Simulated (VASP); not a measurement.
Write the native input for VASP 6.6.1 that does the following.

* Task: single point
* Functional: PBE
* Potentials or basis: VASP PAW PBE potentials, release 64 (Sn_d)
* Cutoff: 500 eV
* k mesh: 6 × 6 × 6
* Occupations: fermi-dirac, width 0.05 eV
* Spin: no spin polarisation
* Dipole correction: no
* Further INCAR settings: ALGO = Normal; EDIFF = 1e-06; NBANDS = 21

The structure of Sn lies in POSCAR:

```
Sn
1.0
    0.0000000000      3.2697510000      3.2697510000
    3.2697510000      0.0000000000      3.2697510000
    3.2697510000      3.2697510000      0.0000000000
Sn
2
Direct
    0.0000000000      0.0000000000      0.0000000000
    0.2500000000      0.2500000000      0.2500000000
```

This isn't the form of Sn at room conditions, which is tetragonal (white tin).

These files were run (other wordings do the same):

INCAR

```
SYSTEM = Sn
ALGO = Normal
EDIFF = 1E-6
ENCUT = 500
GGA = PE
GGA_COMPAT = .FALSE.
ISIF = 2
ISMEAR = -1
LASPH = .TRUE.
LCHARG = .FALSE.
LREAL = .FALSE.
LWAVE = .FALSE.
NBANDS = 21
NELM = 120
PREC = Accurate
SIGMA = 0.05
```

KPOINTS

```
k-points
0
G
  6 6 6
  0 0 0
```

Potentials or basis: VASP PAW PBE potentials, release 64 (Sn_d).

Run with:

```console
$ cat potpaw_PBE.64/Sn_d/POTCAR > POTCAR
$ mpirun -np 1 vasp_std > vasp.out
```

Results of the run:

| Property | Result |
| --- | --- |
| Pressure | 2.2 GPa |
| Band gap on the k mesh | zero (bands 14 and 15 overlap by 0.14 eV) |

Caveat: spin-orbit coupling is left out, which moves the levels of the heavy elements.

It took 9.9 s on 1 thread of Intel(R) Xeon(R) 6975P-C (Granite Rapids), with other jobs on the host, peak memory 0.2 GiB.
